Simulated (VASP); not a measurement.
# Mg3NbO2 (P6/mmm) in VASP: further runs

Runs on Mg3NbO2. Level: PBE. Tasks: single point.

Everything below comes from runs of VASP 6.6.1. Logs are shortened: lines on timing, memory, paths and dates and some standing lists are left out, and cuts for length are marked.

## 1. The cell of the first run

The structure is hexagonal, space group P6/mmm (No. 191). The conventional cell has a = 5.160 Å, b = 5.160 Å, c = 3.657 Å, α = 90.00°, β = 90.00°, γ = 120.00°. Mg (site symmetry mmm) has 4 O at 2.36 Å and 4 Mg at 2.58 Å within 3.1 Å. Nb (site symmetry 6/mmm) has 6 O at 2.98 Å and 12 Mg at 3.16 Å and 2 Nb at 3.66 Å within 3.9 Å. Within 3.1 Å of O (site symmetry -6m2) lie 6 Mg at 2.36 Å and 3 Nb at 2.98 Å and 3 O at 2.98 Å.

## 2. Single point, PBE

Contents of INCAR:

```
SYSTEM = Mg3NbO2
  PREC = Accurate
  ENCUT = 520
  EDIFF = 1E-7
  ISMEAR = 0
  SIGMA = 0.1
  LREAL = .FALSE.
  LASPH = .TRUE.
  NELM = 60
  ALGO = Normal
  ISIF = 2
  LWAVE = .FALSE.
  LCHARG = .TRUE.
  GGA = PE
  LELF = .TRUE.
  LVHAR = .TRUE.
  NBANDS = 24
```

Contents of KPOINTS:

```
regular mesh
0
G
  6 6 6
  0 0 0
```

Contents of POSCAR:

```
Mg3NbO2
1.0
    5.1598430200      0.0000000000      0.0000000000
   -2.5799215100      4.4685551400      0.0000000000
    0.0000000000      0.0000000000      3.6572664900
Mg Nb O
3 1 2
Direct
    0.5000000000      0.0000000000      0.5000000000
    0.0000000000      0.5000000000      0.5000000000
    0.5000000000      0.5000000000      0.5000000000
    0.0000000000      0.0000000000      0.0000000000
    0.3333333300      0.6666666700      0.0000000000
    0.6666666700      0.3333333300      0.0000000000
```

Potentials or basis: VASP PAW PBE potentials, release 64 (Mg, Nb_sv, O).

Launch:

```sh
$ cat potpaw_PBE.64/Mg/POTCAR potpaw_PBE.64/Nb_sv/POTCAR potpaw_PBE.64/O/POTCAR > POTCAR
$ mpirun -np 1 vasp_std > vasp.out
```

OUTCAR:

```text
SYSTEM = Mg3NbO2
   PREC = Accurate
   ENCUT = 520
   EDIFF = 1E-7
   ISMEAR = 0
   LREAL = .FALSE.
   LASPH = .TRUE.
   NELM = 60
   ISIF = 2
   GGA = PE

 ion  position               nearest neighbor table
   1  0.500  0.000  0.500-   5 2.36   6 2.36   5 2.36   6 2.36   2 2.58   3 2.58   3 2.58   2 2.58
                             4 3.16   4 3.16   4 3.16   4 3.16
   2  0.000  0.500  0.500-   5 2.36   6 2.36   5 2.36   6 2.36   3 2.58   3 2.58   1 2.58   1 2.58
                             4 3.16   4 3.16   4 3.16   4 3.16
   3  0.500  0.500  0.500-   5 2.36   6 2.36   5 2.36   6 2.36   2 2.58   2 2.58   1 2.58   1 2.58
                             4 3.16   4 3.16   4 3.16   4 3.16
   4  0.000  0.000  0.000-   1 3.16   1 3.16   1 3.16   1 3.16   2 3.16   3 3.16   2 3.16   2 3.16
                             3 3.16   2 3.16   3 3.16   3 3.16
   5  0.333  0.667  0.000-   2 2.36   2 2.36   1 2.36   1 2.36   3 2.36   3 2.36
   6  0.667  0.333  0.000-   2 2.36   2 2.36   1 2.36   1 2.36   3 2.36   3 2.36

  LATTYP: Found a hexagonal cell.
 ALAT       =     5.1598430200
 C/A-ratio  =     0.7087941389

  Lattice vectors:

 A1 = (   5.1598430200,   0.0000000000,   0.0000000000)
 A2 = (  -2.5799215100,   4.4685551400,   0.0000000000)
 A3 = (   0.0000000000,   0.0000000000,   3.6572664900)

Analysis of symmetry for initial positions (statically):
=====================================================================
 Subroutine PRICEL returns:
 Original cell was already a primitive cell.

 Routine SETGRP: Setting up the symmetry group for a
 hexagonal supercell.

 Subroutine GETGRP returns: Found 24 space group operations
 (whereof 24 operations were pure point group operations)
 out of a pool of 24 trial point group operations.

The static configuration has the point symmetry D_6h.

Analysis of symmetry for dynamics (positions and initial velocities):
=====================================================================
 Subroutine PRICEL returns:
 Original cell was already a primitive cell.

 Routine SETGRP: Setting up the symmetry group for a
 hexagonal supercell.

 Subroutine GETGRP returns: Found 24 space group operations
 (whereof 24 operations were pure point group operations)
 out of a pool of 24 trial point group operations.

The dynamic configuration has the point symmetry D_6h.

 Subroutine INISYM returns: Found 24 space group operations
 (whereof 24 operations are pure point group operations),
 and found     1 'primitive' translations

[... 101 lines left out ...]
   NELM   =     60;   NELMIN=  2; NELMDL= -5     # of ELM steps
   EDIFF  = 0.1E-06   stopping-criterion for ELM
   LREAL  =      F    real-space projection
   EDIFFG = 0.1E-05   stopping-criterion for IOM
   NSW    =      0    number of steps for IOM
   IBRION =     -1    ionic relax: 0-MD 1-quasi-New 2-CG
   NFREE  =      0    steps in history (QN), initial steepest desc. (CG)
   ISIF   =      2    stress and relaxation
   ISYM   =      2    0-nonsym 1-usesym 2-fastsym
   POTIM  = 0.5000    time-step for ionic-motion
   TEBEG  =    0.0;   TEEND  =   0.0 temperature during run
   PSTRESS=    0.0 pullay stress
   NELECT =      31.0000    total number of electrons
   NUPDOWN=      -1.0000    fix difference up-down
   EMIN   =  10.00;   EMAX   =-10.00  energy-range for DOS
   EFERMI =   0.00;   METHOD = LEGACY
   ISMEAR =     0;   SIGMA  =   0.10  broadening in eV -4-tet -1-fermi 0-gaus
   EFERMI_NEDOS =   21; number of points for ismear=-14 and -15
   IALGO  =     38    algorithm
   IMIX   =      4    mixing-type and parameters
     AMIX     =   0.40;   BMIX     =  1.00
     AMIX_MAG =   1.60;   BMIX_MAG =  1.00
  volume/ion in A,a.u.               =      14.05        94.84
  Fermi-wavevector in a.u.,A,eV,Ry     =   1.172759  2.216193 18.712949  1.375363
  Thomas-Fermi vector in A             =   2.309182
   LORBIT       =      0    0 simple, 1 ext, 2 COOP (PROOUT), +10 PAW based schemes
   GGA     = PE    functional components
   LHFCALC =     F    Hartree Fock is set to
   AEXX    =    0.0000 exact exchange contribution
   IVDW    =     0    specifies the selected vdW correction
   LEPSILON=     F    determine dielectric tensor
   LRPA    =     F    only Hartree local field effects (RPA)
 non-spin polarized calculation
 Gauss-broadening in eV      SIGMA  =   0.10
  energy-cutoff  :      520.00
  volume of cell :       84.33
 maximum number of plane-waves:      2305
 NGX is ok and might be reduce to    40
   NGX = 19   NGY = 19   NGZ = 13

 number of electron      31.0000007 magnetization

 Free energy of the ion-electron system (eV)
  ---------------------------------------------------
  ext. energy  EPLUGINS =         0.00000000
  ---------------------------------------------------
  free energy    TOTEN  =       -27.73663975 eV

  energy without entropy =      -27.72272820  energy(sigma->0) =      -27.72968397

 E-fermi :   6.1035     XC(G=0): -10.4928

 val. band max:        6.0677096169   @ k =   0.3333   0.1667   0.5000
 cond. band min:       6.1520778250   @ k =   0.1667   0.0000   0.1667
 fundamental gap:      0.0843682081
 Fermi energy:         6.1035462116

 k-point     1 :       0.0000    0.0000    0.0000
  band No.  band energies     occupation
      1     -49.5894      2.00000
      2     -25.7086      2.00000
      3     -25.7086      2.00000
      4     -25.3896      2.00000
      5     -13.0420      2.00000
      6     -12.3706      2.00000
[... 637 lines left out ...]
     23      10.6682      0.00000
     24      12.0026      0.00000

 [... further k-points ...]
[... 5 lines left out ...]
  --------------------------------------------------------------------------------------
  -------------------------------------------------------------------------------------
  Total        4.8699558      4.8699558    -15.5837517      0.0000000      0.0000000      0.0000000
  in kB       92.5284715     92.5284717   -296.0890770      0.0000000      0.0000000      0.0000000
  external PRESSURE =     -37.0107113 kB  Pullay stress =       0.0000000 kB

 VOLUME and BASIS-vectors are now :
 -----------------------------------------------------------------------------
  energy-cutoff  :      520.00
  volume of cell :       84.33
      direct lattice vectors                 reciprocal lattice vectors
     5.159843020  0.000000000  0.000000000     0.193804346  0.111892991  0.000000000
    -2.579921510  4.468555140  0.000000000     0.000000000  0.223785982  0.000000000
     0.000000000  0.000000000  3.657266490     0.000000000  0.000000000  0.273428257

 POSITION                                       TOTAL-FORCE (eV/Angst)
 -----------------------------------------------------------------------------------
      2.57992      0.00000      1.82863         0.000000      0.000000      0.000000
     -1.28996      2.23428      1.82863         0.000000      0.000000      0.000000
      1.28996      2.23428      1.82863         0.000000      0.000000      0.000000
      0.00000      0.00000      0.00000         0.000000      0.000000      0.000000
     -0.00000      2.97904      0.00000        -0.000000      0.000000      0.000000
      2.57992      1.48952      0.00000         0.000000     -0.000000      0.000000
 -----------------------------------------------------------------------------------
    total drift:                                0.000000     -0.000000      0.000000

  FREE ENERGIE OF THE ION-ELECTRON SYSTEM (eV)
  ---------------------------------------------------
  free  energy   TOTEN  =       -27.7366397464 eV

  energy  without entropy=      -27.7227281993  energy(sigma->0) =      -27.72968397
```

OSZICAR:

```text
N       E                     dE             d eps       ncg     rms          rms(c)
DAV:   1     0.215863530688E+03    0.21586E+03   -0.14471E+04  1344   0.116E+03
DAV:   2    -0.156795511115E+02   -0.23154E+03   -0.22087E+03  1792   0.347E+02
DAV:   3    -0.316422706707E+02   -0.15963E+02   -0.15419E+02  1904   0.784E+01
DAV:   4    -0.324692570979E+02   -0.82699E+00   -0.82322E+00  2080   0.193E+01
DAV:   5    -0.324834408876E+02   -0.14184E-01   -0.14178E-01  1888   0.190E+00    0.126E+01
DAV:   6    -0.301490947763E+02    0.23343E+01   -0.24835E+01  1944   0.325E+01    0.122E+01
DAV:   7    -0.279200395640E+02    0.22291E+01   -0.70159E+00  2080   0.209E+01    0.278E+00
DAV:   8    -0.277775201491E+02    0.14252E+00   -0.67029E-01  1712   0.542E+00    0.128E+00
DAV:   9    -0.277635966988E+02    0.13923E-01   -0.24519E-01  2080   0.302E+00    0.112E+00
DAV:  10    -0.277370724307E+02    0.26524E-01   -0.72501E-02  2024   0.211E+00    0.217E-01
DAV:  11    -0.277369402499E+02    0.13218E-03   -0.56001E-03  1896   0.572E-01    0.108E-01
DAV:  12    -0.277366433499E+02    0.29690E-03   -0.50744E-04  1952   0.178E-01    0.226E-02
DAV:  13    -0.277366405989E+02    0.27510E-05   -0.72419E-05  1816   0.507E-02    0.740E-03
DAV:  14    -0.277366403529E+02    0.24592E-06   -0.45759E-06  1960   0.123E-02    0.487E-03
DAV:  15    -0.277366399982E+02    0.35476E-06   -0.16947E-07  1376   0.353E-03    0.299E-03
DAV:  16    -0.277366396870E+02    0.31123E-06   -0.51017E-07  2008   0.511E-03    0.964E-04
DAV:  17    -0.277366397464E+02   -0.59431E-07   -0.27663E-08   912   0.159E-03
   1 F= -.27736640E+02 E0= -.27729684E+02  d E =-.139115E-01
```

Run time: 34 s. Hardware: 1 thread of Intel Xeon 6975P-C (Granite Rapids), shared host; peak memory 0.22 GiB.

Results:

* Free energy: -27.7366 eV
* Pressure: -3.7 GPa

Levels at points of the mesh, in eV from the Fermi level:
| k point | band 11 | band 12 | band 13 | band 14 | band 15 | band 16 | band 17 | band 18 | band 19 | band 20 |
| --- | --- | --- | --- | --- | --- | --- | --- | --- | --- | --- |
| (0.00, 0.00, 0.00) | -4.47 | -4.05 | -4.05 | -0.44 | 0.26 | 0.26 | 0.74 | 0.74 | 1.71 | 1.71 |
| (0.50, 0.00, 0.00) | -4.43 | -3.85 | -2.63 | -1.73 | -1.01 | 0.21 | 0.35 | 0.50 | 0.93 | 1.61 |
| (0.00, 0.00, 0.50) | -3.74 | -3.74 | -1.89 | -1.89 | -0.64 | -0.24 | 0.97 | 0.97 | 2.47 | 3.02 |
| (0.50, 0.00, 0.50) | -3.94 | -3.67 | -2.25 | -1.58 | -1.34 | -0.14 | 0.56 | 1.52 | 3.08 | 3.70 |

Caveat: an odd number of electrons without spin polarisation forces a metal; a magnetic or distorted state may lie lower.

## 3. Single point, PBE

This run uses another cell than the first one, of 13.66 Å³/atom, 0.972 times its volume.

Contents of INCAR:

```
PREC = Accurate
ENCUT = 520
EDIFF = 1E-6
ISMEAR = 0
SIGMA = 0.1
LREAL = F
LASPH = T
NELM = 60
ALGO = Normal
ISIF = 2
LWAVE = F
LCHARG = T
GGA = PE
LELF = T
LVHAR = T
NBANDS = 24
```

Contents of KPOINTS:

```
Automatic mesh
0
Gamma
  6 6 14
```

Contents of POSCAR:

```
Mg3NbO2
1.0
    5.8669745681      0.0000000000      0.0000000000
   -2.9334872840      5.0809490193      0.0000000000
    0.0000000000      0.0000000000      2.7503198002
Mg Nb O
3 1 2
Direct
    0.5000000000      0.0000000000      0.5000000000
    0.0000000000      0.5000000000      0.5000000000
    0.5000000000      0.5000000000      0.5000000000
    0.0000000000      0.0000000000      0.0000000000
    0.3333333333      0.6666666667      0.0000000000
    0.6666666667      0.3333333333      0.0000000000
```

Potentials or basis: VASP PAW PBE potentials, release 64 (Mg, Nb_sv, O).

Launch:

```sh
$ cat potpaw_PBE.64/Mg/POTCAR potpaw_PBE.64/Nb_sv/POTCAR potpaw_PBE.64/O/POTCAR > POTCAR
$ mpirun -np 1 vasp_std > vasp.out
```

It took 43 s on 1 thread of Intel Xeon 6975P-C (Granite Rapids), shared host; peak memory 0.27 GiB.

Results (log left out):

| Item | Value |
| --- | --- |
| Free energy | -30.9873 eV |
| Pressure | -0.4 GPa |

Levels at points of the mesh, in eV from the Fermi level:
```
           k point  band 11  band 12  band 13  band 14  band 15  band 16  band 17  band 18  band 19  band 20
(0.00, 0.00, 0.00)    -4.38    -2.91    -2.89    -1.69     0.00     0.00     0.80     0.80     3.20     3.20
(0.50, 0.00, 0.00)    -2.90    -2.90    -2.76    -1.25    -0.96    -0.73    -0.35     1.12     3.20     3.22
(0.00, 0.00, 0.50)    -4.17    -4.17    -2.03    -2.03    -0.06     1.20     1.20     1.31     4.19     4.19
(0.50, 0.00, 0.50)    -4.31    -4.04    -2.15    -1.85     0.62     0.62     0.96     1.24     3.50     5.37
```

Caveat: an odd number of electrons without spin polarisation forces a metal; a magnetic or distorted state may lie lower.
